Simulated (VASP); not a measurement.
# Si3N in VASP: further runs, part 2 of 2

VASP 6.6.1. The steps go on from the part before.

## 3. Single point, PBE+D3(BJ)

INCAR

```
SYSTEM = Si3N
  ALGO = Normal
  DIPOL = 0.5 0.5 0.328
  EDIFF = 1E-7
  ENCUT = 520
  GGA = PE
  IDIPOL = 3
  ISIF = 2
  ISMEAR = 0
  IVDW = 12
  LASPH = .True.
  LCHARG = .True.
  LDIPOL = .True.
  LELF = .True.
  LREAL = .False.
  LVACPOTAV = .True.
  LVHAR = .True.
  LWAVE = .False.
  NBANDS = 27
  NELM = 100
  PREC = Accurate
  SIGMA = 0.05
```

KPOINTS

```
k-points
0
Gamma
  7 5 1
  0 0 0
```

POSCAR

```
Si3N
1.0
    3.8333442755      0.0000000000      0.0000000000
    0.0000000000      5.4211674636      0.0000000000
    0.0000000000      0.0000000000     22.4877586337
Si N
6 2
Direct
    0.5000000000      0.0000000000      0.1778745523
    0.0000000000      0.2500000000      0.1778745523
    0.0000000000      0.5038839981      0.2608672216
    0.5000000000      0.7461160019      0.2608672216
    0.5000000000      0.0086033066      0.3418641564
    0.0000000000      0.2413966934      0.3418641564
    0.8333333333      0.8419366399      0.5063981173
    0.8333333333      0.8419366399      0.5553136192
```

Potentials or basis: VASP PAW PBE potentials, release 64 (Si, N).

Run with:

```bash
$ cat potpaw_PBE.64/Si/POTCAR potpaw_PBE.64/N/POTCAR > POTCAR
$ mpirun -np 1 vasp_std > vasp.out
```

OUTCAR:

```text
SYSTEM = Si3N
   EDIFF = 1E-7
   ENCUT = 520
   GGA = PE
   ISIF = 2
   ISMEAR = 0
   IVDW = 12
   LASPH = .True.
   LREAL = .False.
   NELM = 100
   PREC = Accurate
 IVDW          = 12

 ion  position               nearest neighbor table
   1  0.500  0.000  0.178-   4 2.32   2 2.35   2 2.35
   2  0.000  0.250  0.178-   3 2.32   1 2.35   1 2.35
   3  0.000  0.504  0.261-   6 2.31   2 2.32   4 2.32   4 2.32
   4  0.500  0.746  0.261-   5 2.31   1 2.32   3 2.32   3 2.32
   5  0.500  0.009  0.342-   6 2.29   6 2.29   4 2.31
   6  0.000  0.241  0.342-   5 2.29   5 2.29   3 2.31
   7  0.833  0.842  0.506-   8 1.10
   8  0.833  0.842  0.555-   7 1.10

  LATTYP: Found a simple orthorhombic cell.
 ALAT       =     3.8333442755
 B/A-ratio  =     1.4142135624
 C/A-ratio  =     5.8663550721

  Lattice vectors:

 A1 = (   3.8333442755,   0.0000000000,   0.0000000000)
 A2 = (   0.0000000000,   5.4211674636,   0.0000000000)
 A3 = (   0.0000000000,   0.0000000000,  22.4877586337)

Analysis of symmetry for initial positions (statically):
=====================================================================
 Subroutine PRICEL returns:
 Original cell was already a primitive cell.

 Routine SETGRP: Setting up the symmetry group for a
 simple orthorhombic supercell.

 Subroutine GETGRP returns: Found  1 space group operations
 (whereof  1 operations were pure point group operations)
 out of a pool of  8 trial point group operations.

The static configuration has the point symmetry C_1 .

Analysis of symmetry for dynamics (positions and initial velocities):
=====================================================================
 Subroutine PRICEL returns:
 Original cell was already a primitive cell.

 Routine SETGRP: Setting up the symmetry group for a
 simple orthorhombic supercell.

 Subroutine GETGRP returns: Found  1 space group operations
 (whereof  1 operations were pure point group operations)
 out of a pool of  8 trial point group operations.

The dynamic configuration has the point symmetry C_1 .

 Subroutine INISYM returns: Found  1 space group operations
[... 133 lines left out ...]
 non-spin polarized calculation
 Gauss-broadening in eV      SIGMA  =   0.05
  energy-cutoff  :      520.00
  volume of cell :      467.32
 maximum number of plane-waves:     12627
 NGX is ok and might be reduce to    30
   NGX = 15   NGY = 21   NGZ = 83

 dipolmoment           0.000000      0.000000      0.000012 electrons x Angstroem

 number of electron      34.0000000 magnetization

 dipolmoment           0.000000      0.000000     -0.004495 electrons x Angstroem

 Free energy of the ion-electron system (eV)
  ---------------------------------------------------
  ext. energy  EPLUGINS =         0.00000000
  ---------------------------------------------------
  free energy    TOTEN  =       -45.02837258 eV

  energy without entropy =      -45.02180433  energy(sigma->0) =      -45.02508846

 E-fermi :  -1.7249     XC(G=0):  -3.8637

 val. band max:       -1.7443894808   @ k =   0.2857   0.2000   0.0000
 cond. band min:      -1.7107012037   @ k =   0.2857  -0.4000   0.0000
 fundamental gap:      0.0336882771
 Fermi energy:        -1.7249394493

 k-point     1 :       0.0000    0.0000    0.0000
  band No.  band energies     occupation
      1     -25.5677      2.00000
      2     -13.1400      2.00000
      3     -11.2892      2.00000
      4     -10.6538      2.00000
      5      -9.8359      2.00000
      6      -8.8238      2.00000
[... 529 lines left out ...]
     26       2.7144      0.00000
     27       3.1900      0.00000

------------------------ aborting loop because EDIFF is reached ----------------------------------------

 Edisp (eV)   -1.60464

 E8    (eV) :    -0.6825

  FORCE on cell =-STRESS in cart. coord.  units (eV):
  Direction    XX          YY          ZZ          XY          YZ          ZX
  --------------------------------------------------------------------------------------
  -------------------------------------------------------------------------------------
  Total       0.12317     0.15595     2.52597    -0.00851     0.01363     0.01901
  in kB       0.42227     0.53466     8.66009    -0.02919     0.04674     0.06516
  external pressure =        3.21 kB  Pullay stress =        0.00 kB

 VOLUME and BASIS-vectors are now :
 -----------------------------------------------------------------------------
  energy-cutoff  :      520.00
  volume of cell :      467.32
      direct lattice vectors                 reciprocal lattice vectors
     3.833344276  0.000000000  0.000000000     0.260868821  0.000000000  0.000000000
     0.000000000  5.421167464  0.000000000     0.000000000  0.184462112  0.000000000
     0.000000000  0.000000000 22.487758634     0.000000000  0.000000000  0.044468638

 POSITION                                       TOTAL-FORCE (eV/Angst)
 -----------------------------------------------------------------------------------
      1.91667      0.00000      4.00000         0.001243      0.555854     -0.051748
      0.00000      1.35529      4.00000        -0.001893     -0.555515     -0.054495
      0.00000      2.73164      5.86632        -0.000133     -0.086950      0.001401
      1.91667      4.04482      5.86632        -0.000663      0.078986     -0.000207
      1.91667      0.04664      7.68776        -0.005217      0.009530      0.053184
      0.00000      1.30865      7.68776         0.001521     -0.001491      0.076892
      3.19445      4.56428     11.38776         0.008660     -0.001393     -2.146186
      3.19445      4.56428     12.48776        -0.003518      0.000979      2.121160
 -----------------------------------------------------------------------------------
    total drift:                                0.000027     -0.000185     -0.000612

  FREE ENERGIE OF THE ION-ELECTRON SYSTEM (eV)
  ---------------------------------------------------
  free  energy   TOTEN  =       -46.6330079700 eV

  energy  without entropy=      -46.6264397214  energy(sigma->0) =      -46.62972385

 vacuum level on the upper side and lower side of the slab         3.074         3.113
```

OSZICAR:

```text
N       E                     dE             d eps       ncg     rms          rms(c)
DAV:   1     0.190415861750E+03    0.19042E+03   -0.11188E+04   996   0.910E+02
DAV:   2    -0.176944325503E+02   -0.20811E+03   -0.19856E+03  1358   0.173E+02
DAV:   3    -0.461010978805E+02   -0.28407E+02   -0.28133E+02  1266   0.666E+01
[... 18 lines left out ...]
DAV:  22    -0.450283704627E+02   -0.31980E-05   -0.18391E-07   981   0.144E-03    0.411E-04
DAV:  23    -0.450283716006E+02   -0.11378E-05   -0.51370E-08   906   0.786E-04    0.273E-04
DAV:  24    -0.450283724743E+02   -0.87371E-06   -0.55414E-08   835   0.767E-04    0.138E-04
DAV:  25    -0.450283725876E+02   -0.11328E-06   -0.10855E-08   879   0.418E-04    0.138E-04
DAV:  26    -0.450283725830E+02    0.45698E-08   -0.22333E-09   789   0.224E-04
   1 F= -.46633008E+02 E0= -.46629724E+02  d E =-.656825E-02
```

stdout:

```text
POSCAR found type information on POSCAR SiN
 POSCAR found :  2 types and       8 ions
 scaLAPACK will be used
 LDA part: xc-table for (Slater+PW92), standard interpolation
 POSCAR, INCAR and KPOINTS ok, starting setup
 FFT: planning ... GRIDC
 FFT: planning ... GRID_SOFT
 FFT: planning ... GRID
 WAVECAR not read
 entering main loop
 -----------------------------------------------------------------------------
|                                                                             |
|           W    W    AA    RRRRR   N    N  II  N    N   GGGG   !!!           |
|           W    W   A  A   R    R  NN   N  II  NN   N  G    G  !!!           |
|           W    W  A    A  R    R  N N  N  II  N N  N  G       !!!           |
|           W WW W  AAAAAA  RRRRR   N  N N  II  N  N N  G  GGG   !            |
|           WW  WW  A    A  R   R   N   NN  II  N   NN  G    G                |
|           W    W  A    A  R    R  N    N  II  N    N   GGGG   !!!           |
|                                                                             |
|     Did not find any points to average over, which means that no vacuum     |
|     field-free region was found. Please increase the size of  your cell     |
|     in the dimension of the dipole correction to obtain accurate            |
|     workfunction values.                                                    |
|                                                                             |
 -----------------------------------------------------------------------------
```

It took 7.1 min on 1 thread of Intel Xeon Platinum 8259CL at 2.50GHz (Skylake/Cascade Lake), shared host; peak memory 0.57 GiB.

What came out:

- Free energy: -46.6330 eV
- Largest force: 2.146 eV/Å
- Band gap on the k mesh: zero (bands 17 and 18 overlap by 0.29 eV)
- Dispersion energy per atom: -0.201 eV

Forces on the atoms (eV/Å):
```
Si   0.001  0.556 -0.052
Si  -0.002 -0.556 -0.054
Si   0.000 -0.087  0.001
Si  -0.001  0.079  0.000
Si  -0.005  0.010  0.053
Si   0.002 -0.001  0.077
N    0.009 -0.001 -2.146
N   -0.004  0.001  2.121
```

Caveat: the standard files for N, O and F lose accuracy on very short bonds.

## 4. Single point, PBE+D3(BJ)

INCAR

```
ALGO     = Normal         # electronic algorithm
DIPOL    = 0.5 0.5 0.328
EDIFF    = 1E-6           # SCF threshold, eV
ENCUT    = 520            # plane-wave cutoff, eV
GGA      = PE             # functional
IDIPOL   = 3            
ISIF     = 2              # what is computed and relaxed
ISMEAR   = 0              # smearing method
IVDW     = 12             # dispersion correction
LASPH    = True           # aspherical terms in the spheres
LCHARG   = False          # write CHGCAR
LDIPOL   = True         
LREAL    = False          # projectors in reciprocal space
LWAVE    = False          # write WAVECAR
NBANDS   = 27             # bands
NELM     = 60             # most SCF steps
PREC     = Accurate       # precision mode
SIGMA    = 0.05           # smearing width, eV
```

KPOINTS

```
k-points
0
Gamma
  7 5 1
```

Edit POSCAR of step 3 so:

```diff
@@ -14,3 +14,3 @@
     0.0000000000      0.2413966934      0.3418641564
-    0.8333333333      0.8419366399      0.5063981173
-    0.8333333333      0.8419366399      0.5553136192
+    0.6666666667      0.1752699732      0.5063981173
+    0.6666666667      0.1752699732      0.5553136192
```

Run with:

```bash
$ cat potpaw_PBE.64/Si/POTCAR potpaw_PBE.64/N/POTCAR > POTCAR
$ mpirun -np 1 vasp_std > vasp.out
```

It took 5.5 min on 1 thread of Intel Xeon Platinum 8259CL at 2.50GHz (Skylake/Cascade Lake), shared host; peak memory 0.57 GiB.

Results (log left out):

| Item | Value |
| --- | --- |
| Free energy | -46.6313 eV |
| Largest force | 2.128 eV/Å |
| Band gap on the k mesh | zero (bands 17 and 18 overlap by 0.30 eV) |
| Dispersion energy per atom | -0.201 eV |

Forces on the atoms (eV/Å):
```
Si   0.003  0.560 -0.049
Si  -0.003 -0.561 -0.047
Si   0.002 -0.090 -0.006
Si  -0.002  0.092 -0.005
Si  -0.004 -0.008  0.054
Si   0.006  0.004  0.055
N   -0.004  0.004 -2.128
N    0.002 -0.002  2.124
```

Levels at points of the mesh, in eV from the Fermi level:
| k point | band 15 | band 16 | band 17 | band 18 | band 19 | band 20 |
| --- | --- | --- | --- | --- | --- | --- |
| (0.00, 0.00, 0.00) | -0.71 | -0.42 | -0.31 | 0.25 | 1.18 | 2.05 |

Caveat: the standard files for N, O and F lose accuracy on very short bonds.

## 5. The runs side by side

```tsv
cell	gap on the mesh (eV)	largest force (eV/Å)
as given, atomic positions A	none	2.14
as given, atomic positions B	none	2.15
as given, atomic positions C	none	2.13
```

Alike in all rows: task single point; level PBE+D3(BJ); potentials or basis VASP PAW PBE potentials, release 64 (Si, N); no spin polarisation; k mesh 7 × 5 × 1; cutoff (eV) 520; smearing gaussian 0.05 eV.

Caveats: the standard files for N, O and F lose accuracy on very short bonds.

Total energies depend on the potentials used, so only differences within one code and one set of settings carry meaning.

The gap in the log of VASP goes by the Fermi energy; the results here count the filled bands.